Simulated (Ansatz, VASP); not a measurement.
## CuO in VASP and in Ansatz

Contents of INCAR:

```
PREC = Accurate
ENCUT = 520
EDIFF = 1E-6
ISMEAR = -1
SIGMA = 0.1
LREAL = False
LASPH = True
NELM = 150
ALGO = Normal
ISIF = 2
LWAVE = False
LCHARG = False
ISPIN = 2
MAGMOM = 0 0 1 -1
LORBIT = 11
LMAXMIX = 4
LDAU = True
LDAUTYPE = 2
LDAUL = -1 2
LDAUU = 0 4
LDAUJ = 0 0
LDAUPRINT = 1
GGA = PE
ISYM = 0
NBANDS = 29
```

Contents of KPOINTS:

```
Automatic mesh
0
Gamma
  7 7 4
```

POSCAR

```
CuO
1.0
    2.3415000000     -1.7101500000      0.0000000000
    2.3415000000      1.7101500000      0.0000000000
   -0.8640400000      0.0000000000      5.0511300000
O Cu
2 2
Direct
    0.5830000000      0.4170000000      0.2500000000
    0.4170000000      0.5830000000      0.7500000000
    0.0000000000      0.5000000000      0.0000000000
    0.5000000000      0.0000000000      0.5000000000
```

Input for Ansatz:

```yaml
crystal:
  lattice:
    - [2.3415, -1.71015, 0.0]
    - [2.3415, 1.71015, 0.0]
    - [-0.86404, 0.0, 5.05113]
  atoms:
    - { symbol: O, position: [0.583, 0.417, 0.25] }
    - { symbol: O, position: [0.417, 0.583, 0.75] }
    - { symbol: Cu, position: [0.0, 0.5, 0.0], spin: 1.0 }
    - { symbol: Cu, position: [0.5, 0.0, 0.5], spin: -1.0 }
  symmetry: { detect: false, time_reversal: true }
magnetization:
  spin_polarized: true
hamiltonian:
  xc: pbe
  pseudopotentials: { kind: paw }
  hubbard: { sites: [{ species: Cu, l: d, u_eff: 4.0 }] }
basis:
  ecutwfc: 420
kpoints:
  mp_grid: { grid: [7, 7, 4] }
scf:
  occupations: { method: fermi_dirac, width: 0.1 }
  lower_state_search: "off"
output:
  forces: true
  stress: true
```

Alike in both runs: task single point; functional PBE; k mesh 7 × 7 × 4; occupations fermi-dirac, width 0.1 eV; collinear spin; Hubbard terms Cu d U = 4.0 eV.

|  | VASP | Ansatz |
| --- | --- | --- |
| version | VASP 6.6.1 | Ansatz 0.2.0 |
| potentials or method | VASP PAW PBE potentials, release 64 (O, Cu), cutoff 520 eV | PAW, plane waves, scalar-relativistic |
| valence electrons in the cell | 34 | 50 |

Ansatz gave:

- pressure (GPa): 7.9
- traceless stress, the component that is largest in VASP (GPa): -0.54
- rms of the force components (eV/Å): 0.019
- net moment per atom (μB): 0.00
- size of the moment on the site where the two differ most (μB): 0.53

Which values does VASP return?

Pressure (GPa): 4.3; traceless stress, the component that is largest in VASP (GPa): -0.58; rms of the force components (eV/Å): 0.019; net moment per atom (μB): 0.00; size of the moment on the site where the two differ most (μB): 0.57.

Site moments also hang on the region over which each program counts them. The programs project onto different local orbitals, so the same U acts differently, and such runs can settle in different states. Atom by atom the forces differ by 0.000 eV/Å (rms over components). VASP's potentials hold 34 valence electrons a cell and Ansatz's 50, so a difference there can come from the potentials and not from the codes.
